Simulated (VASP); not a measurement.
# VPt (P4/mmm) in VASP: further runs

The runs below take VPt through single point, with LDA.

All numbers are computed with VASP 6.6.1; they aren't measurements. Logs are shortened: lines on timing, memory, paths and dates and some standing lists are left out, and cuts for length are marked.

### 1 The cell of the first run

Symmetry: P4/mmm, No. 123, tetragonal system. Conventional cell: a = 2.638 Å, b = 2.638 Å, c = 3.804 Å, α = 90.00°, β = 90.00°, γ = 90.00°. Within 3.5 Å of V (site symmetry 4/mmm) lie 4 V at 2.64 Å and 8 Pt at 2.66 Å. Within 3.5 Å of Pt (site symmetry 4/mmm) lie 4 Pt at 2.64 Å and 8 V at 2.66 Å.

### 2 Single point, LDA (13.23 Å³/atom)

Input file INCAR:

```
SYSTEM = VPt
  PREC = Accurate
  ENCUT = 520
  EDIFF = 1E-6
  ISMEAR = -1
  SIGMA = 0.15
  LREAL = .FALSE.
  LASPH = .TRUE.
  NELM = 80
  ALGO = Fast
  ISIF = 2
  LWAVE = .FALSE.
  LCHARG = .FALSE.
  NBANDS = 18
```

Input file KPOINTS:

```
Automatic mesh
0
G
  16 16 12
  0 0 0
```

Input file POSCAR:

```
VPt
1.0
    2.6375224454      0.0000000000      0.0000000000
    0.0000000000      2.6375224454      0.0000000000
    0.0000000000      0.0000000000      3.8037782096
V Pt
1 1
Direct
    0.5000000000      0.5000000000      0.5000000000
    0.0000000000      0.0000000000      0.0000000000
```

Potentials or basis: VASP PAW LDA potentials, release 64 (V_sv, Pt).

Command:

```sh
$ cat potpaw_LDA.64/V_sv/POTCAR potpaw_LDA.64/Pt/POTCAR > POTCAR
$ mpirun -np 1 vasp_std > vasp.out
```

OUTCAR:

```text
SYSTEM = VPt
   PREC = Accurate
   ENCUT = 520
   EDIFF = 1E-6
   ISMEAR = -1
   LREAL = .FALSE.
   LASPH = .TRUE.
   NELM = 80
   ISIF = 2

 ion  position               nearest neighbor table
   1  0.500  0.500  0.500-   2 2.66   2 2.66   2 2.66   2 2.66   2 2.66   2 2.66   2 2.66   2 2.66

   2  0.000  0.000  0.000-   1 2.66   1 2.66   1 2.66   1 2.66   1 2.66   1 2.66   1 2.66   1 2.66

  LATTYP: Found a simple tetragonal cell.
 ALAT       =     2.6375224454
 C/A-ratio  =     1.4421785173

  Lattice vectors:

 A1 = (   2.6375224454,   0.0000000000,   0.0000000000)
 A2 = (   0.0000000000,   2.6375224454,   0.0000000000)
 A3 = (   0.0000000000,   0.0000000000,   3.8037782096)

Analysis of symmetry for initial positions (statically):
=====================================================================
 Subroutine PRICEL returns:
 Original cell was already a primitive cell.

 Routine SETGRP: Setting up the symmetry group for a
 simple tetragonal supercell.

 Subroutine GETGRP returns: Found 16 space group operations
 (whereof 16 operations were pure point group operations)
 out of a pool of 16 trial point group operations.

The static configuration has the point symmetry D_4h.

Analysis of symmetry for dynamics (positions and initial velocities):
=====================================================================
 Subroutine PRICEL returns:
 Original cell was already a primitive cell.

 Routine SETGRP: Setting up the symmetry group for a
 simple tetragonal supercell.

 Subroutine GETGRP returns: Found 16 space group operations
 (whereof 16 operations were pure point group operations)
 out of a pool of 16 trial point group operations.

The dynamic configuration has the point symmetry D_4h.

 Subroutine INISYM returns: Found 16 space group operations
 (whereof 16 operations are pure point group operations),
 and found     1 'primitive' translations

----------------------------------------------------------------------------------------

                                     Primitive cell

  volume of cell :      26.4611

  direct lattice vectors                    reciprocal lattice vectors
     2.637522445  0.000000000  0.000000000     0.379143693  0.000000000  0.000000000
     0.000000000  2.637522445  0.000000000     0.000000000  0.379143693  0.000000000
     0.000000000  0.000000000  3.803778210     0.000000000  0.000000000  0.262896506

  length of vectors
     2.637522445  2.637522445  3.803778210     0.379143693  0.379143693  0.262896506

  position of ions in fractional coordinates (direct lattice)
     0.500000000  0.500000000  0.500000000
     0.000000000  0.000000000  0.000000000

  ion indices of the primitive-cell ions
   primitive index   ion index
                 1           1
                 2           2

----------------------------------------------------------------------------------------

 KPOINTS: Automatic mesh

Automatic generation of k-mesh.
 Grid dimensions read from file:
 generate k-points for:   16   16   12

 Generating k-lattice:

  Cartesian coordinates                     Fractional coordinates (reciprocal lattice)
     0.023696481  0.000000000  0.000000000     0.062500000  0.000000000  0.000000000
     0.000000000  0.023696481  0.000000000     0.000000000  0.062500000  0.000000000
     0.000000000  0.000000000  0.021908042     0.000000000  0.000000000  0.083333333

  Length of vectors
     0.023696481  0.023696481  0.021908042

  Shift w.r.t. Gamma in fractional coordinates (k-lattice)
     0.000000000  0.000000000  0.000000000

 Subroutine IBZKPT returns following result:
 ===========================================

 Found    315 irreducible k-points:

 Following reciprocal coordinates:
            Coordinates               Weight
  0.000000  0.000000  0.000000      1.000000
  0.062500  0.000000  0.000000      4.000000
  0.125000  0.000000  0.000000      4.000000
  0.187500  0.000000  0.000000      4.000000
  0.250000  0.000000  0.000000      4.000000
  0.312500  0.000000  0.000000      4.000000
[... 16 lines left out ...]
  0.437500  0.125000  0.000000      8.000000
  0.500000  0.125000  0.000000      4.000000
 [... further k-points ...]
   k-points           NKPTS =    315   k-points in BZ     NKDIM =    315   number of bands    NBANDS=     18
   number of dos      NEDOS =    301   number of ions     NIONS =      2
   total plane-waves  NPLWV =  11200
   dimension x,y,z NGX =    20 NGY =   20 NGZ =   28
   dimension x,y,z NGXF=    40 NGYF=   40 NGZF=   56
   ions per type =               1   1
   NGX,Y,Z   is equivalent  to a cutoff of  12.61, 12.61, 12.24 a.u.
   NGXF,Y,Z  is equivalent  to a cutoff of  25.21, 25.21, 24.48 a.u.
 SYSTEM =  VPt
   PREC   = accura    normal or accurate (medium, high low for compatibility)
   ISTART =      0    job   : 0-new  1-cont  2-samecut
   ICHARG =      2    charge: 1-file 2-atom 10-const
   ISPIN  =      1    spin polarized calculation?
   LNONCOLLINEAR =      F non collinear calculations
   LSORBIT =      F    spin-orbit coupling
   LASPH  =      T    aspherical Exc in radial PAW
   ENCUT  =  520.0 eV  38.22 Ry    6.18 a.u.   4.90  4.90  7.07*2*pi/ulx,y,z
   NELM   =     80;   NELMIN=  2; NELMDL= -5     # of ELM steps
   EDIFF  = 0.1E-05   stopping-criterion for ELM
   LREAL  =      F    real-space projection
   EDIFFG = 0.1E-04   stopping-criterion for IOM
   NSW    =      0    number of steps for IOM
   IBRION =     -1    ionic relax: 0-MD 1-quasi-New 2-CG
   NFREE  =      0    steps in history (QN), initial steepest desc. (CG)
   ISIF   =      2    stress and relaxation
   ISYM   =      2    0-nonsym 1-usesym 2-fastsym
   POTIM  = 0.5000    time-step for ionic-motion
   TEBEG  =    0.0;   TEEND  =   0.0 temperature during run
   PSTRESS=    0.0 pullay stress
   NELECT =      23.0000    total number of electrons
   NUPDOWN=      -1.0000    fix difference up-down
   EMIN   =  10.00;   EMAX   =-10.00  energy-range for DOS
   EFERMI =   0.00;   METHOD = LEGACY
   ISMEAR =    -1;   SIGMA  =   0.15  broadening in eV -4-tet -1-fermi 0-gaus
   EFERMI_NEDOS =   21; number of points for ismear=-14 and -15
   IALGO  =     68    algorithm
   IMIX   =      4    mixing-type and parameters
     AMIX     =   0.40;   BMIX     =  1.00
     AMIX_MAG =   1.60;   BMIX_MAG =  1.00
  volume/ion in A,a.u.               =      13.23        89.28
  Fermi-wavevector in a.u.,A,eV,Ry     =   1.562362  2.952436 33.211472  2.440974
  Thomas-Fermi vector in A             =   2.665291
   LORBIT       =      0    0 simple, 1 ext, 2 COOP (PROOUT), +10 PAW based schemes
   GGA     = CA    functional components
   LHFCALC =     F    Hartree Fock is set to
   AEXX    =    0.0000 exact exchange contribution
   IVDW    =     0    specifies the selected vdW correction
   LEPSILON=     F    determine dielectric tensor
   LRPA    =     F    only Hartree local field effects (RPA)
 non-spin polarized calculation
 RMM-DIIS sequential band-by-band and
  energy-cutoff  :      520.00
  volume of cell :       26.46
 maximum number of plane-waves:       740
 NGX is ok and might be reduce to    20
   NGX =  9   NGY =  9   NGZ = 15

 number of electron      23.0000004 magnetization

 Free energy of the ion-electron system (eV)
  ---------------------------------------------------
  ext. energy  EPLUGINS =         0.00000000
  ---------------------------------------------------
  free energy    TOTEN  =       -18.64869755 eV

  energy without entropy =      -18.53293733  energy(sigma->0) =      -18.59081744

 E-fermi :  12.1690     XC(G=0): -13.9140

 val. band max:       12.1687824869   @ k =   0.4375   0.1875   0.0833
 cond. band min:      12.1691189265   @ k =   0.4375   0.1875   0.0000
 fundamental gap:      0.0003364396
 Fermi energy:        12.1689985016

 k-point     1 :       0.0000    0.0000    0.0000
  band No.  band energies     occupation
      1     -51.4411      2.00000
      2     -25.8467      2.00000
      3     -25.3478      2.00000
      4     -25.3478      2.00000
      5       2.2092      2.00000
      6       5.0130      2.00000
[... 10 lines left out ...]
     17      23.4944      0.00000
     18      25.1399      0.00000

 k-point     2 :       0.0625    0.0000    0.0000
  band No.  band energies     occupation
      1     -51.4382      2.00000
      2     -25.8448      2.00000
      3     -25.3701      2.00000
      4     -25.3460      2.00000
      5       2.3289      2.00000
      6       5.0881      2.00000
[... 10 lines left out ...]
     17      23.3856      0.00000
     18      24.7121      0.00000

 k-point     3 :       0.1250    0.0000    0.0000
  band No.  band energies     occupation
      1     -51.4300      2.00000
      2     -25.8393      2.00000
      3     -25.4332      2.00000
      4     -25.3408      2.00000
      5       2.6726      2.00000
      6       5.2763      2.00000
[... 10 lines left out ...]
     17      22.8313      0.00000
     18      23.9655      0.00000

 k-point     4 :       0.1875    0.0000    0.0000
  band No.  band energies     occupation
      1     -51.4176      2.00000
      2     -25.8311      2.00000
      3     -25.5269      2.00000
      4     -25.3330      2.00000
      5       3.1922      2.00000
      6       5.5314      2.00000
[... 375 lines left out ...]
      4     -25.3868      2.00000
      5       5.4347      2.00000
      6       6.7350      2.00000
[... 10 lines left out ...]
     17      22.5949      0.00000
     18      23.3664      0.00000

 k-point    23 :       0.4375    0.1250    0.0000
  band No.  band energies     occupation
      1     -51.3568      2.00000
      2     -25.8826      2.00000
      3     -25.7877      2.00000
      4     -25.3809      2.00000
      5       5.8364      2.00000
      6       6.5120      2.00000
[... 10 lines left out ...]
     17      23.8280      0.00000
     18      23.8630      0.00000

 k-point    24 :       0.5000    0.1250    0.0000
  band No.  band energies     occupation
      1     -51.3539      2.00000
      2     -25.9035      2.00000
      3     -25.7857      2.00000
      4     -25.3789      2.00000
      5       5.9997      2.00000
      6       6.4360      2.00000
[... 10 lines left out ...]
     17      24.5874      0.00000
     18      24.5992      0.00000

 [... further k-points ...]
[... 5 lines left out ...]
  --------------------------------------------------------------------------------------
  -------------------------------------------------------------------------------------
  Total        1.1201547      1.1201547      1.1298401      0.0000000      0.0000000      0.0000000
  in kB       67.8236368     67.8236368     68.4100706      0.0000000      0.0000000      0.0000000
  external PRESSURE =      68.0191148 kB  Pullay stress =       0.0000000 kB

 VOLUME and BASIS-vectors are now :
 -----------------------------------------------------------------------------
  energy-cutoff  :      520.00
  volume of cell :       26.46
      direct lattice vectors                 reciprocal lattice vectors
     2.637522445  0.000000000  0.000000000     0.379143693  0.000000000  0.000000000
     0.000000000  2.637522445  0.000000000     0.000000000  0.379143693  0.000000000
     0.000000000  0.000000000  3.803778210     0.000000000  0.000000000  0.262896506

 POSITION                                       TOTAL-FORCE (eV/Angst)
 -----------------------------------------------------------------------------------
      1.31876      1.31876      1.90189         0.000000      0.000000      0.000000
      0.00000      0.00000      0.00000         0.000000      0.000000      0.000000
 -----------------------------------------------------------------------------------
    total drift:                               -0.000000      0.000000      0.000000

  FREE ENERGIE OF THE ION-ELECTRON SYSTEM (eV)
  ---------------------------------------------------
  free  energy   TOTEN  =       -18.6486975507 eV

  energy  without entropy=      -18.5329373273  energy(sigma->0) =      -18.59081744
```

Run time: 50 s. Hardware: 1 thread of Intel Xeon 6975P-C (Granite Rapids), shared host; peak memory 0.25 GiB.

What came out:

```
Free energy            : -18.6487 eV
Pressure               : 6.8 GPa
Band gap on the k mesh : zero (an odd number of electrons rules out a gap without spin polarisation)
```

Caveat: the cell stands under pressure; spin-orbit coupling is left out, which moves the levels of the heavy elements.

### 3 Single point, LDA

This run uses another cell than the first one, of 13.50 Å³/atom.

Input file INCAR:

```
SYSTEM = VPt
ALGO = Fast ; EDIFF = 1E-7
ENCUT = 520 ; ISIF = 2
ISMEAR = -1 ; LASPH = .True.
LCHARG = .False. ; LREAL = .False.
LWAVE = .False. ; NBANDS = 18
NELM = 80 ; PREC = Accurate
SIGMA = 0.15
```

Input file KPOINTS:

```
k-points
0
Gamma
  16 16 12
  0 0 0
```

Input file POSCAR:

```
VPt
1.0
    2.6548819647      0.0000000000      0.0000000000
    0.0000000000      2.6548819647      0.0000000000
    0.0000000000      0.0000000000      3.8308134572
V Pt
1 1
Direct
    0.5000000000      0.5000000000      0.5000000000
    0.0000000000      0.0000000000      0.0000000000
```

Potentials or basis: VASP PAW LDA potentials, release 64 (V_sv, Pt).

Command:

```sh
$ cat potpaw_LDA.64/V_sv/POTCAR potpaw_LDA.64/Pt/POTCAR > POTCAR
$ mpirun -np 1 vasp_std > vasp.out
```

It took 53 s on 1 thread of Intel Xeon 6975P-C (Granite Rapids), shared host; peak memory 0.26 GiB.

Results (log left out):

```yaml
Free_energy: -18.6617 eV
Pressure: 0.8 GPa
Band_gap_on_the_k_mesh: zero (an odd number of electrons rules out a gap without spin polarisation)
```

Levels at points of the mesh, in eV from the Fermi level:
| k point | band 10 | band 11 | band 12 | band 13 | band 14 | band 15 |
| --- | --- | --- | --- | --- | --- | --- |
| (0.00, 0.00, 0.00) | -1.27 | -1.26 | 0.14 | 2.07 | 2.32 | 2.32 |
| (0.50, 0.00, 0.00) | -2.13 | -1.87 | -1.36 | 0.64 | 1.32 | 2.26 |
| (0.50, 0.50, 0.00) | 0.96 | 2.12 | 2.12 | 2.19 | 2.49 | 2.49 |
| (0.00, 0.00, 0.50) | -2.56 | -1.89 | -1.15 | -0.24 | 0.91 | 0.91 |
| (0.50, 0.00, 0.50) | -0.87 | -0.50 | 0.12 | 0.77 | 1.79 | 2.12 |
| (0.50, 0.50, 0.50) | -1.85 | -1.85 | 0.43 | 0.93 | 3.23 | 8.20 |

Caveat: spin-orbit coupling is left out, which moves the levels of the heavy elements.

### 4 Single point, LDA (13.77 Å³/atom)

This run uses another cell than the first one, of 13.77 Å³/atom.

Input file INCAR:

```
PREC = Accurate
ENCUT = 520
EDIFF = 1E-6
ISMEAR = -1
SIGMA = 0.15
LREAL = False
LASPH = True
NELM = 80
ALGO = Fast
ISIF = 2
LWAVE = False
LCHARG = True
GGA = CA
LELF = True
LVHAR = True
NBANDS = 18
```

Input file KPOINTS:

```
regular mesh
0
Gamma
  16 16 12
```

Input file POSCAR:

```
VPt
1.0
    2.6721174066      0.0000000000      0.0000000000
    0.0000000000      2.6721174066      0.0000000000
    0.0000000000      0.0000000000      3.8571856148
V Pt
1 1
Direct
    0.5000000000      0.5000000000      0.5000000000
    0.0000000000      0.0000000000      0.0000000000
```

Command:

```sh
$ cat potpaw_LDA.64/V_sv/POTCAR potpaw_LDA.64/Pt/POTCAR > POTCAR
$ mpirun -np 1 vasp_std > vasp.out
```

Wall time 59 s (1 thread of Intel Xeon 6975P-C (Granite Rapids), shared host); peak memory 0.26 GiB.

Results (log left out):

```yaml
Free_energy: -18.6555 eV
Pressure: -4.6 GPa
Band_gap_on_the_k_mesh: zero (an odd number of electrons rules out a gap without spin polarisation)
```

Levels at points of the mesh, in eV from the Fermi level:
```csv
k point,band 9,band 10,band 11,band 12,band 13,band 14,band 15,band 16
"(0.00, 0.00, 0.00)",-3.04,-1.26,-1.22,0.13,2.03,2.25,2.25,2.28
"(0.50, 0.00, 0.00)",-3.15,-2.10,-1.81,-1.31,0.64,1.29,2.17,4.03
"(0.50, 0.50, 0.00)",0.39,0.91,2.05,2.05,2.13,2.46,2.46,3.15
"(0.00, 0.00, 0.50)",-2.51,-2.51,-1.83,-1.14,-0.22,0.90,0.90,2.10
"(0.50, 0.00, 0.50)",-2.81,-0.84,-0.47,0.11,0.73,1.73,2.06,2.35
"(0.50, 0.50, 0.50)",-2.49,-1.79,-1.79,0.39,0.91,3.15,8.06,8.06
```

Caveat: the cell stands under tension; spin-orbit coupling is left out, which moves the levels of the heavy elements.

(Continued in part 2 of 2.)
